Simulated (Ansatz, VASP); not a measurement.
Mg2C3: VASP beside Ansatz

File POSCAR:

```
Mg2C3
1.0
    2.4002316155     -2.3525329450     -0.0053560073
    2.4002316155      2.3525329450     -0.0053560073
   -1.2300307562      0.0000000000      4.8615329887
Mg C
2 3
Direct
    0.8086518762      0.8086518762      0.1987820939
    0.1913481238      0.1913481238      0.8012179061
    0.3036422454      0.3036422454      0.2623313550
    0.6963577546      0.6963577546      0.7376686450
    0.5000000000      0.5000000000      0.5000000000
```

File INCAR.step1:

```
SYSTEM = Mg2C3
ALGO = Normal ; EDIFF = 1E-4
ENCUT = 520 ; GGA = PE
ISMEAR = 0 ; LASPH = .True.
LCHARG = .False. ; LREAL = .False.
LWAVE = .True. ; NBANDS = 16
NELM = 80 ; PREC = Accurate
SIGMA = 0.05
```

Contents of INCAR.step2:

```
SYSTEM = Mg2C3
ALGO = Normal ; EDIFF = 1E-6
ENCUT = 520 ; ISIF = 2
ISMEAR = 0 ; ISTART = 1
LASPH = .True. ; LCHARG = .True.
LELF = .True. ; LMIXTAU = .True.
LREAL = .False. ; LVHAR = .True.
LWAVE = .False. ; METAGGA = R2SCAN
NBANDS = 16 ; NELM = 80
PREC = Accurate ; SIGMA = 0.05
```

The input KPOINTS:

```
k-points
0
Gamma
  8 8 6
  0 0 0
```

Input for Ansatz:

```yaml
crystal:
  lattice:
    - [2.4002316155, -2.352532945, -0.0053560073]
    - [2.4002316155, 2.352532945, -0.0053560073]
    - [-1.2300307562, 0.0, 4.8615329887]
  atoms:
    - { symbol: Mg, position: [0.8086518762, 0.8086518762, 0.1987820939] }
    - { symbol: Mg, position: [0.1913481238, 0.1913481238, 0.8012179061] }
    - { symbol: C, position: [0.3036422454, 0.3036422454, 0.262331355] }
    - { symbol: C, position: [0.6963577546, 0.6963577546, 0.737668645] }
    - { symbol: C, position: [0.5, 0.5, 0.5] }
basis:
  ecutwfc: 500
  ecutrho_ratio: 4
kpoints:
  mp_grid: { grid: [8, 8, 6] }
hamiltonian:
  xc: r2scan
scf:
  occupations: { method: gaussian, width: 0.05 }
output:
  forces: true
  stress: true
  eigenvalues: true
  eigenstates:
    nscf_kmesh: { grid: [14, 14, 10] }
    de_dk: true
    e_range: [-2.5, 4.41161842062]
  write_density: true
  write_potential: true
  elf: true
  volumetric_format: npy
```

Alike in both runs: task single point; functional r2SCAN; k mesh 8 × 8 × 6; occupations gaussian, width 0.05 eV; no spin polarisation.

|  | VASP | Ansatz |
| --- | --- | --- |
| version | VASP 6.6.1 | Ansatz 0.2.0 |
| potentials or method | VASP PAW PBE potentials, release 64 (Mg, C), cutoff 520 eV | scalar-relativistic, plane waves, PAW |
| valence electrons in the cell | 16 | 32 |

|  | VASP | Ansatz | Ansatz less VASP |
| --- | --- | --- | --- |
| gap on the k mesh at the Fermi level (eV) | 1.92 | 1.91 | -0.008 |
| least direct gap on the mesh (eV) | 2.67 | 2.67 | 0.000 |
| pressure (GPa) | -1.6 | -1.3 | +0.30 |
| traceless stress, the component that is largest in VASP (GPa) | 0.57 | 0.15 | -0.421 |
| rms of the force components (eV/Å) | 0.049 | 0.009 | -0.0401 |

VASP's potentials were made for PBE, not for r2SCAN. Atom by atom the forces differ by 0.042 eV/Å (rms over components). VASP's potentials hold 16 valence electrons a cell and Ansatz's 32, so a difference there can come from the potentials and not from the codes.
